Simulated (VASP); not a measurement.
Here is a VASP 6.6.1 calculation.

File POSCAR:

```
AgCl
1.0
    0.0000000000      2.7350000000      2.7350000000
    2.7350000000      0.0000000000      2.7350000000
    2.7350000000      2.7350000000      0.0000000000
Ag Cl
1 1
Direct
    0.0000000000      0.0000000000      0.0000000000
    0.5000000000      0.5000000000      0.5000000000
```

INCAR.step1

```
PREC = Accurate
ENCUT = 520
ISMEAR = 0
SIGMA = 0.01
LREAL = F
LASPH = T
NELM = 100
NBANDS = 16
GGA = PE
ALGO = Normal
EDIFF = 1E-4
LWAVE = T
LCHARG = F
```

File INCAR.step2:

```
PREC = Accurate
ENCUT = 520
EDIFF = 1E-7
ISMEAR = 0
SIGMA = 0.01
LREAL = F
LASPH = T
NELM = 100
ALGO = Normal
ISIF = 2
LWAVE = F
LCHARG = F
METAGGA = R2SCAN
LMIXTAU = T
IVDW = 13
VDW_S6 = 1.0
VDW_S8 = 0.6018749
VDW_A1 = 0.51559235
VDW_A2 = 5.77342911
NBANDS = 16
ISTART = 1
```

KPOINTS

```
regular mesh
0
Gamma
  3 3 3
```

Potentials or basis: VASP PAW PBE potentials, release 64 (Ag, Cl).

Launch:

```sh
$ cat potpaw_PBE.64/Ag/POTCAR potpaw_PBE.64/Cl/POTCAR > POTCAR
$ cp INCAR.step1 INCAR
$ mpirun -np 1 vasp_std > vasp.out
$ cp INCAR.step2 INCAR
$ mpirun -np 1 vasp_std > vasp.out
```

(1) What does it give for the dispersion energy per atom?

(2) Predict the band gap on the k mesh.

(3) Predict the pressure.

Results:

(1) -0.129 eV.

(2) 1.84 eV, indirect (least direct gap 4.00 eV).

(3) 1.8 GPa.

Caveat: the k points lie up to 0.66 Å⁻¹ apart; the PAW data sets were made with another functional, which shifts forces and pressure a little.
